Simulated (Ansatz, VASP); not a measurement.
**TiAl in VASP and in Ansatz**

The input INCAR:

```
SYSTEM = TiAl
ALGO = Fast
EDIFF = 1E-7
ENCUT = 520
GGA = PS
ISIF = 2
ISMEAR = 0
LASPH = .TRUE.
LCHARG = .FALSE.
LREAL = .FALSE.
LWAVE = .FALSE.
NBANDS = 14
NELM = 100
PREC = Accurate
SIGMA = 0.15
```

KPOINTS

```
k-points
0
G
  16 16 16
  0 0 0
```

Contents of POSCAR:

```
TiAl
1.0
    2.8598060384      0.0000000000      0.0000000000
    0.0000000000      2.8598060384      0.0000000000
    0.0000000000      0.0000000000      4.0489133891
Ti Al
1 1
Direct
    0.0000000000      0.0000000000      0.0000000000
    0.5000000000      0.5000000000      0.5000000000
```

Input for Ansatz:

```yaml
crystal:
  lattice:
    - [2.8598060384, 0.0, 0.0]
    - [0.0, 2.8598060384, 0.0]
    - [0.0, 0.0, 4.0489133891]
  atoms:
    - { symbol: Ti, position: [0.0, 0.0, 0.0] }
    - { symbol: Al, position: [0.5, 0.5, 0.5] }
basis:
  ecutwfc: 520.0
kpoints:
  mp_grid: { grid: [16, 16, 16] }
hamiltonian:
  xc: pbesol
  pseudopotentials: { kind: paw, azcp: { folder: soft_1 } }
scf:
  occupations: { method: gaussian, width: 0.15 }
output:
  forces: true
  stress: true
  eigenvalues: true
```

Alike in both runs: task single point; functional PBEsol; k mesh 16 × 16 × 16; occupations gaussian, width 0.15 eV; no spin polarisation.

|  | VASP | Ansatz |
| --- | --- | --- |
| version | VASP 6.6.1 | Ansatz 0.2.0 |
| potentials or method | VASP PAW PBE potentials, release 64 (Ti_sv, Al), cutoff 520 eV | scalar-relativistic, plane waves, PAW |
| valence electrons in the cell | 15 | 15 |

VASP gave:

- gap on the k mesh at the Fermi level (eV): none
- pressure (GPa): -5.2
- traceless stress, the component that is largest in VASP (GPa): 1.08

Q: What did Ansatz give for the same quantities?

A: gap on the k mesh at the Fermi level (eV): none; pressure (GPa): -5.3; traceless stress, the component that is largest in VASP (GPa): 1.07.

VASP's potentials were made for PBE, not for PBEsol, and Ansatz warns of the same on its side. A gap of «none» marks a metal or a gap that the smearing closes. With one functional, cell and mesh, what is left measures potentials, basis and numerics.
